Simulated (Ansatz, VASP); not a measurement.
**AlAs: VASP beside Ansatz**

```
CELL_PARAMETERS angstrom
0.00000 2.83040 2.83040
2.83040 0.00000 2.83040
2.83040 2.83040 0.00000
ATOMIC_POSITIONS crystal
Al 0.00000 0.00000 0.00000
As 0.25000 0.25000 0.25000
```

Alike in both runs: task relaxation of cell and atoms; functional PBE; k mesh 8 × 8 × 8; occupations gaussian, width 0.02 eV; no spin polarisation.

|  | VASP | Ansatz |
| --- | --- | --- |
| version | VASP 6.6.1 | Ansatz 0.2.0 |
| potentials or method | VASP PAW PBE potentials, release 64 (Al, As), cutoff 500 eV | scalar-relativistic, plane waves, PAW |
| valence electrons in the cell | 8 | 18 |

|  | VASP | Ansatz | Ansatz less VASP |
| --- | --- | --- | --- |
| gap on the k mesh at the Fermi level, each at its own relaxed structure (eV) | 1.50 | 1.50 | +0.005 |
| relaxed volume (Å³/atom) | 23.55 | 23.49 | -0.058 |
| relaxed cell length with the largest relative difference (Å) | 4.054 | 4.050 | -0.0033 |

VASP's potentials hold 8 valence electrons a cell and Ansatz's 18, so a difference there can come from the potentials and not from the codes.
